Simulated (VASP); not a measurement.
Here is a VASP 6.6.1 calculation.

POSCAR

```
B
1.0
    2.3461100000      0.0000000000      0.0000000000
    0.0000000000      2.3461100000      0.0000000000
    0.0000000000      0.0000000000      1.5857900000
B
1
Direct
    0.5000000000      0.5000000000      0.5000000000
```

File INCAR.step1:

```
PREC = Accurate
ENCUT = 520
EDIFF = 1E-5
ISMEAR = -1
SIGMA = 0.05
LREAL = False
LASPH = True
NELM = 100
ALGO = Normal
ISIF = 2
LWAVE = True
NBANDS = 8
GGA = PE
```

File INCAR.step2:

```
PREC = Accurate
ENCUT = 520
EDIFF = 1E-6
ISMEAR = -1
SIGMA = 0.05
LREAL = False
LASPH = True
NELM = 100
ALGO = Normal
ISIF = 2
LWAVE = False
LCHARG = True
GGA = PE
LHFCALC = True
AEXX = 0.15
HFSCREEN = 0.2
PRECFOCK = Normal
LELF = True
LVHAR = True
NBANDS = 8
ISTART = 1
```

The input KPOINTS:

```
Automatic mesh
0
Gamma
  6 6 8
```

Potentials or basis: VASP PAW PBE potentials, release 64 (B).

Command:

```bash
$ cat potpaw_PBE.64/B/POTCAR > POTCAR
$ cp INCAR.step1 INCAR
$ mpirun -np 1 vasp_std > vasp.out
$ cp INCAR.step2 INCAR
$ mpirun -np 1 vasp_std > vasp.out
```

Problem. Predict the pressure.

Solution. -0.7 GPa.

Stress tensor (GPa, compression positive):
```
 1.10  0.00  0.00
 0.00  1.10  0.00
 0.00  0.00 -4.26
```

Caveat: the k points lie up to 0.50 Å⁻¹ apart; the PAW data sets were made with another functional, which shifts forces and pressure a little.
